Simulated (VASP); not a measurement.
# SnO2 (P6_3/mmc) in VASP: notebook, part 2 of 2

VASP 6.6.1.

## 3. Single point, PBEsol+D3(BJ) (atoms displaced along a vibrational mode, the cell strained)

Contents of INCAR:

```
SYSTEM = SnO2
PREC = Accurate
ENCUT = 520
EDIFF = 1E-7
ISMEAR = 0
SIGMA = 0.05
LREAL = .False.
LASPH = .True.
NELM = 80
ALGO = Normal
ISIF = 2
LWAVE = .False.
LCHARG = .True.
GGA = PS
IVDW = 12
LELF = .True.
LVHAR = .True.
NBANDS = 35
```

Contents of KPOINTS:

```
Automatic mesh
0
Gamma
  12 12 4
  0 0 0
```

Contents of POSCAR:

```
SnO2
1.0
    3.1248703633      0.0000000000      0.0000000000
   -1.5624351817      2.7062171182      0.0000000000
    0.0000000000      0.0000000000      9.9445321517
Sn O
2 4
Direct
    0.0000000000      0.0000000000      0.5000000000
    0.0000000000      0.0000000000      0.0000000000
    0.6666666667      0.3333333333      0.4003665319
    0.6666666667      0.3333333333      0.0996334681
    0.3333333333      0.6666666667      0.5996334681
    0.3333333333      0.6666666667      0.9003665319
```

Potentials or basis: VASP PAW PBE potentials, release 64 (Sn_d, O).

Run with:

```sh
cat potpaw_PBE.64/Sn_d/POTCAR potpaw_PBE.64/O/POTCAR > POTCAR
mpirun -np 1 vasp_std > vasp.out
```

OUTCAR:

```text
SYSTEM = SnO2
   PREC = Accurate
   ENCUT = 520
   EDIFF = 1E-7
   ISMEAR = 0
   LREAL = .False.
   LASPH = .True.
   NELM = 80
   ISIF = 2
   GGA = PS
   IVDW = 12
 IVDW          = 12

 ion  position               nearest neighbor table
   1  0.000  0.000  0.500-   3 2.06   5 2.06   3 2.06   5 2.06   3 2.06   5 2.06
   2  0.000  0.000  0.000-   4 2.06   6 2.06   4 2.06   6 2.06   4 2.06   6 2.06
   3  0.667  0.333  0.400-   1 2.06   1 2.06   1 2.06
   4  0.667  0.333  0.100-   2 2.06   2 2.06   2 2.06
   5  0.333  0.667  0.600-   1 2.06   1 2.06   1 2.06
   6  0.333  0.667  0.900-   2 2.06   2 2.06   2 2.06

  LATTYP: Found a hexagonal cell.
 ALAT       =     3.1248703633
 C/A-ratio  =     3.1823823057

  Lattice vectors:

 A1 = (   3.1248703633,   0.0000000000,   0.0000000000)
 A2 = (  -1.5624351817,   2.7062171182,   0.0000000000)
 A3 = (   0.0000000000,   0.0000000000,   9.9445321517)

Analysis of symmetry for initial positions (statically):
=====================================================================
 Subroutine PRICEL returns:
 Original cell was already a primitive cell.

 Routine SETGRP: Setting up the symmetry group for a
 hexagonal supercell.

 Subroutine GETGRP returns: Found 24 space group operations
[... 182 lines left out ...]

 k-point     1 :       0.0000    0.0000    0.0000
  band No.  band energies     occupation
      1     -16.6046      2.00000
      2     -16.5973      2.00000
      3     -16.1668      2.00000
      4     -16.1668      2.00000
      5     -16.1667      2.00000
      6     -16.1667      2.00000
[... 901 lines left out ...]
     34      15.6655      0.00000
     35      16.3438      0.00000

 [... further k-points ...]

------------------------ aborting loop because EDIFF is reached ----------------------------------------

 Edisp (eV)   -0.97540

 E8    (eV) :    -0.6147

  FORCE on cell =-STRESS in cart. coord.  units (eV):
  Direction    XX          YY          ZZ          XY          YZ          ZX
  --------------------------------------------------------------------------------------
  -------------------------------------------------------------------------------------
  Total       5.94306     5.94306     2.89676    -0.00000    -0.00000    -0.00000
  in kB     113.22476   113.22476    55.18788    -0.00000    -0.00000    -0.00000
  external pressure =       93.88 kB  Pullay stress =        0.00 kB

 VOLUME and BASIS-vectors are now :
 -----------------------------------------------------------------------------
  energy-cutoff  :      520.00
  volume of cell :       84.10
      direct lattice vectors                 reciprocal lattice vectors
     3.124870363  0.000000000  0.000000000     0.320013275  0.184759751  0.000000000
    -1.562435182  2.706217118  0.000000000     0.000000000  0.369519501  0.000000000
     0.000000000  0.000000000  9.944532152     0.000000000  0.000000000  0.100557772

 POSITION                                       TOTAL-FORCE (eV/Angst)
 -----------------------------------------------------------------------------------
      0.00000      0.00000      4.97227        -0.000000      0.000000      0.000000
      0.00000      0.00000      0.00000        -0.000000      0.000000      0.000000
      1.56244      0.90207      3.98146        -0.000000      0.000000     -0.713024
      1.56244      0.90207      0.99081         0.000000     -0.000000      0.713024
     -0.00000      1.80414      5.96307         0.000000      0.000000      0.713024
     -0.00000      1.80414      8.95372         0.000000      0.000000     -0.713024
 -----------------------------------------------------------------------------------
    total drift:                                0.000000     -0.000000      0.000000

  FREE ENERGIE OF THE ION-ELECTRON SYSTEM (eV)
  ---------------------------------------------------
  free  energy   TOTEN  =       -39.2844789391 eV

  energy  without entropy=      -39.2844789391  energy(sigma->0) =      -39.28447894
```

OSZICAR:

```text
N       E                     dE             d eps       ncg     rms          rms(c)
DAV:   1     0.647602527357E+03    0.64760E+03   -0.25600E+04  4366   0.221E+03
DAV:   2     0.605670886149E+02   -0.58704E+03   -0.55132E+03  4374   0.604E+02
DAV:   3    -0.384075843371E+02   -0.98975E+02   -0.97388E+02  4377   0.209E+02
DAV:   4    -0.436105245262E+02   -0.52029E+01   -0.51682E+01  4963   0.530E+01
DAV:   5    -0.437499413195E+02   -0.13942E+00   -0.13924E+00  4890   0.895E+00    0.149E+01
DAV:   6    -0.383024631805E+02    0.54475E+01   -0.15238E+01  6139   0.614E+01    0.651E+00
DAV:   7    -0.383640921589E+02   -0.61629E-01   -0.19419E+00  4338   0.784E+00    0.322E+00
DAV:   8    -0.383157277424E+02    0.48364E-01   -0.16442E-01  6172   0.415E+00    0.913E-01
DAV:   9    -0.383075089584E+02    0.82188E-02   -0.32493E-02  6405   0.309E+00    0.125E-01
DAV:  10    -0.383087945127E+02   -0.12856E-02   -0.48070E-03  5054   0.640E-01    0.513E-02
DAV:  11    -0.383090548677E+02   -0.26036E-03   -0.37626E-04  5517   0.170E-01    0.180E-02
DAV:  12    -0.383090797364E+02   -0.24869E-04   -0.53047E-05  5622   0.506E-02    0.126E-02
DAV:  13    -0.383090821676E+02   -0.24312E-05   -0.14568E-05  5548   0.588E-02    0.153E-03
DAV:  14    -0.383090819500E+02    0.21762E-06   -0.13003E-06  5288   0.955E-03    0.829E-04
DAV:  15    -0.383090820058E+02   -0.55805E-07   -0.17230E-07  3857   0.281E-03
   1 F= -.39284479E+02 E0= -.39284479E+02  d E =-.225414E-16
```

stdout:

```text
POSCAR found type information on POSCAR SnO
 POSCAR found :  2 types and       6 ions
 scaLAPACK will be used
 -----------------------------------------------------------------------------
|                                                                             |
|                                                                             |
|     You enforced a specific xc type in the INCAR file but a different       |
|     I HOPE YOU KNOW WHAT YOU ARE DOING!                                     |
|                                                                             |
 -----------------------------------------------------------------------------

 LDA part: xc-table for (Slater+PW92), standard interpolation
 POSCAR, INCAR and KPOINTS ok, starting setup
 FFT: planning ... GRIDC
 FFT: planning ... GRID_SOFT
 FFT: planning ... GRID
 WAVECAR not read
 entering main loop
```

Run time: 100 s. Hardware: 1 thread of Intel Xeon 6975P-C (Granite Rapids), shared host; peak memory 0.29 GiB.

Results:

- Free energy: -39.2845 eV
- Pressure: 9.4 GPa
- Largest force: 0.713 eV/Å
- Band gap on the k mesh: 2.46 eV (least direct gap 2.96 eV)
- Dispersion energy per atom: -0.163 eV

Forces on the atoms (eV/Å):
```
Sn   0.000  0.000  0.000
Sn   0.000  0.000  0.000
O    0.000  0.000 -0.713
O    0.000  0.000  0.713
O    0.000  0.000  0.713
O    0.000  0.000 -0.713
```

Caveat: the cell differs from its parent crystal (atoms displaced along a vibrational mode, the cell strained); the cell stands under pressure; the PAW data sets were made with another functional, which shifts forces and pressure a little; spin-orbit coupling is left out, which moves the levels of the heavy elements.

## 4. Single point, PBEsol+D3(BJ) (atoms displaced along a vibrational mode, the cell strained)

Contents of INCAR:

```
ALGO = Normal
EDIFF = 1E-7
ENCUT = 520
GGA = PS
ISIF = 2
ISMEAR = 0
IVDW = 12
LASPH = True
LCHARG = False
LREAL = False
LWAVE = False
NBANDS = 35
NELM = 100
PREC = Accurate
SIGMA = 0.05
```

Contents of KPOINTS:

```
k-points
0
Gamma
  12 12 4
```

Changes to POSCAR since step 3:

```diff
@@ -2,5 +2,5 @@
 1.0
-    3.1248703633      0.0000000000      0.0000000000
-   -1.5624351817      2.7062171182      0.0000000000
-    0.0000000000      0.0000000000      9.9445321517
+    3.1515650761      0.0000000000      0.0000000000
+   -1.5757825380      2.7293354175      0.0000000000
+    0.0000000000      0.0000000000     10.0294849332
 Sn O
```

Run with:

```sh
cat potpaw_PBE.64/Sn_d/POTCAR potpaw_PBE.64/O/POTCAR > POTCAR
mpirun -np 1 vasp_std > vasp.out
```

It took 94 s on 1 thread of Intel Xeon 6975P-C (Granite Rapids), shared host; peak memory 0.29 GiB.

It converged, with:

* Free energy: -39.3824 eV
* Pressure: 4.7 GPa
* Largest force: 0.371 eV/Å
* Band gap on the k mesh: 2.29 eV (least direct gap 2.75 eV)
* Dispersion energy per atom: -0.158 eV

Forces on the atoms (eV/Å):
```
Sn   0.000  0.000  0.000
Sn   0.000  0.000  0.000
O    0.000  0.000 -0.371
O    0.000  0.000  0.371
O    0.000  0.000  0.371
O    0.000  0.000 -0.371
```

Stress tensor (GPa, compression positive):
```
5.75 0.00 0.00
0.00 5.75 0.00
0.00 0.00 2.70
```

Levels at points of the mesh, in eV from the valence-band top:
| k point | band 22 | band 23 | band 24 | band 25 | band 26 | band 27 | band 28 | band 29 | band 30 | band 31 |
| --- | --- | --- | --- | --- | --- | --- | --- | --- | --- | --- |
| (0.00, 0.00, 0.00) | -0.99 | -0.99 | -0.93 | -0.93 | -0.45 | 2.30 | 3.31 | 5.51 | 5.99 | 10.98 |
| (0.50, 0.00, 0.00) | -1.28 | -0.74 | -0.67 | -0.59 | -0.07 | 5.53 | 5.77 | 6.99 | 7.85 | 10.13 |
| (0.00, 0.00, 0.50) | -0.96 | -0.96 | -0.96 | -0.96 | -0.96 | 2.82 | 2.82 | 5.76 | 5.76 | 11.01 |
| (0.50, 0.00, 0.50) | -1.60 | -0.63 | -0.63 | -0.35 | -0.35 | 5.64 | 5.64 | 7.39 | 7.39 | 10.33 |

Caveat: the cell differs from its parent crystal (atoms displaced along a vibrational mode, the cell strained); the cell stands under pressure; the PAW data sets were made with another functional, which shifts forces and pressure a little; spin-orbit coupling is left out, which moves the levels of the heavy elements.

## 5. Single point, PBEsol+D3(BJ) (atoms displaced along a vibrational mode, the cell strained)

Contents of INCAR:

```
SYSTEM = SnO2
PREC     = Accurate       ! precision mode
ENCUT    = 520            ! plane-wave cutoff, eV
EDIFF    = 1E-7           ! SCF threshold, eV
ISMEAR   = 0              ! smearing method
SIGMA    = 0.05           ! smearing width, eV
LREAL    = .FALSE.        ! projectors in reciprocal space
LASPH    = .TRUE.         ! aspherical terms in the spheres
NELM     = 100            ! most SCF steps
ALGO     = Normal         ! electronic algorithm
ISIF     = 2              ! what is computed and relaxed
LWAVE    = .FALSE.        ! write WAVECAR
LCHARG   = .FALSE.        ! write CHGCAR
GGA      = PS             ! functional
IVDW     = 12             ! dispersion correction
NBANDS   = 35             ! bands
```

Contents of KPOINTS:

```
Automatic mesh
0
G
  12 12 4
  0 0 0
```

Changes to POSCAR since step 4:

```diff
@@ -2,5 +2,5 @@
 1.0
-    3.1515650761      0.0000000000      0.0000000000
-   -1.5757825380      2.7293354175      0.0000000000
-    0.0000000000      0.0000000000     10.0294849332
+    3.2043189132      0.0000000000      0.0000000000
+   -1.6021594566      2.7750215806      0.0000000000
+    0.0000000000      0.0000000000     10.1973678110
 Sn O
```

Run with:

```sh
cat potpaw_PBE.64/Sn_d/POTCAR potpaw_PBE.64/O/POTCAR > POTCAR
mpirun -np 1 vasp_std > vasp.out
```

Wall time 98 s (1 thread of Intel Xeon 6975P-C (Granite Rapids), shared host); peak memory 0.3 GiB.

The run converged. Its results:

* Free energy: -39.4081 eV
* Pressure: -2.9 GPa
* Largest force: 0.217 eV/Å
* Band gap on the k mesh: 1.99 eV (least direct gap 2.36 eV)
* Dispersion energy per atom: -0.150 eV

Forces in eV/Å, atoms in the order of the input:
```
Sn   0.000  0.000  0.000
Sn   0.000  0.000  0.000
O    0.000  0.000  0.217
O    0.000  0.000 -0.217
O    0.000  0.000 -0.217
O    0.000  0.000  0.217
```

Stress tensor (GPa, compression positive):
```
-3.42  0.00  0.00
 0.00 -3.42  0.00
 0.00  0.00 -1.91
```

Levels at points of the mesh, in eV from the valence-band top:
| k point | band 24 | band 25 | band 26 | band 27 | band 28 | band 29 |
| --- | --- | --- | --- | --- | --- | --- |
| (0.00, 0.00, 0.00) | -0.94 | -0.94 | -0.37 | 1.99 | 2.94 | 5.26 |
| (0.50, 0.00, 0.00) | -0.68 | -0.60 | -0.07 | 5.08 | 5.28 | 6.75 |
| (0.00, 0.00, 0.50) | -0.96 | -0.86 | -0.86 | 2.49 | 2.49 | 5.50 |
| (0.50, 0.00, 0.50) | -0.64 | -0.33 | -0.33 | 5.18 | 5.18 | 7.12 |

Caveat: the cell differs from its parent crystal (atoms displaced along a vibrational mode, the cell strained); the PAW data sets were made with another functional, which shifts forces and pressure a little; spin-orbit coupling is left out, which moves the levels of the heavy elements. A k mesh can miss the band edges.

## 6. Single point, PBEsol+D3(BJ) (atoms displaced along a vibrational mode, the cell strained)

Contents of INCAR:

```
PREC = Accurate
ENCUT = 520
EDIFF = 1E-7
ISMEAR = 0
SIGMA = 0.05
LREAL = F
LASPH = T
NELM = 100
ALGO = Normal
ISIF = 2
LWAVE = F
LCHARG = F
GGA = PS
IVDW = 12
NBANDS = 35
```

Contents of KPOINTS:

```
Automatic mesh
0
Gamma
  12 12 4
```

Changes to POSCAR since step 5:

```diff
@@ -2,5 +2,5 @@
 1.0
-    3.2043189132      0.0000000000      0.0000000000
-   -1.6021594566      2.7750215806      0.0000000000
-    0.0000000000      0.0000000000     10.1973678110
+    3.2310136259      0.0000000000      0.0000000000
+   -1.6155068130      2.7981398800      0.0000000000
+    0.0000000000      0.0000000000     10.2823205925
 Sn O
```

Potentials or basis: VASP PAW PBE potentials, release 64 (Sn_d, O).

Run with:

```sh
cat potpaw_PBE.64/Sn_d/POTCAR potpaw_PBE.64/O/POTCAR > POTCAR
mpirun -np 1 vasp_std > vasp.out
```

Wall time 86 s (1 thread of Intel Xeon 6975P-C (Granite Rapids), shared host); peak memory 0.3 GiB.

Results (log left out):

| Quantity | Value |
| --- | --- |
| Free energy | -39.3461 eV |
| Pressure | -6.1 GPa |
| Largest force | 0.475 eV/Å |
| Band gap on the k mesh | 1.84 eV (least direct gap 2.18 eV) |
| Dispersion energy per atom | -0.146 eV |

Forces in eV/Å, atoms in the order of the input:
```
Sn   0.000  0.000  0.000
Sn   0.000  0.000  0.000
O    0.000  0.000  0.475
O    0.000  0.000 -0.475
O    0.000  0.000 -0.475
O    0.000  0.000  0.475
```

Stress tensor (GPa, compression positive):
```
-7.24  0.00  0.00
 0.00 -7.24  0.00
 0.00  0.00 -3.82
```

Levels at points of the mesh, in eV from the valence-band top:
```
           k point  band 22  band 23  band 24  band 25  band 26  band 27  band 28  band 29  band 30  band 31
(0.00, 0.00, 0.00)    -0.99    -0.99    -0.94    -0.94    -0.34     1.84     2.76     5.13     5.59    10.53
(0.50, 0.00, 0.00)    -1.19    -0.68    -0.66    -0.61    -0.07     4.85     5.04     6.63     7.37     9.68
(0.00, 0.00, 0.50)    -0.97    -0.97    -0.97    -0.81    -0.81     2.33     2.33     5.37     5.37    10.70
(0.50, 0.00, 0.50)    -1.47    -0.64    -0.64    -0.32    -0.32     4.95     4.95     6.98     6.98     9.88
```

Caveat: the cell differs from its parent crystal (atoms displaced along a vibrational mode, the cell strained); the cell stands under tension; the PAW data sets were made with another functional, which shifts forces and pressure a little; spin-orbit coupling is left out, which moves the levels of the heavy elements. A k mesh can miss the band edges.

## 7. Summary

```tsv
cell	gap on the mesh (eV)	pressure (GPa)	largest force (eV/Å)
a = 3.098, b = 3.098, c = 9.861 Å, angles 90.0, 90.0, 120.0°, 6 atoms	2.64	14.6	1.08
a = 3.125, b = 3.125, c = 9.945 Å, angles 90.0, 90.0, 120.0°, 6 atoms	2.46	9.4	0.71
a = 3.152, b = 3.152, c = 10.029 Å, angles 90.0, 90.0, 120.0°, 6 atoms	2.29	4.7	0.37
a = 3.204, b = 3.204, c = 10.197 Å, angles 90.0, 90.0, 120.0°, 6 atoms	1.99	-2.9	0.22
a = 3.231, b = 3.231, c = 10.282 Å, angles 90.0, 90.0, 120.0°, 6 atoms	1.84	-6.1	0.47
```

Alike in all rows: task single point; level PBEsol+D3(BJ); potentials or basis VASP PAW PBE potentials, release 64 (Sn_d, O); no spin polarisation; k mesh 12 × 12 × 4; cutoff (eV) 520; smearing gaussian 0.05 eV.

Caveats: the PAW data sets were made with another functional, which shifts forces and pressure a little; spin-orbit coupling is left out, which moves the levels of the heavy elements; the cell stands under pressure (at least some runs); the cell stands under tension (at least some runs).

Total energies depend on the potentials used, so only differences within one code and one set of settings carry meaning.
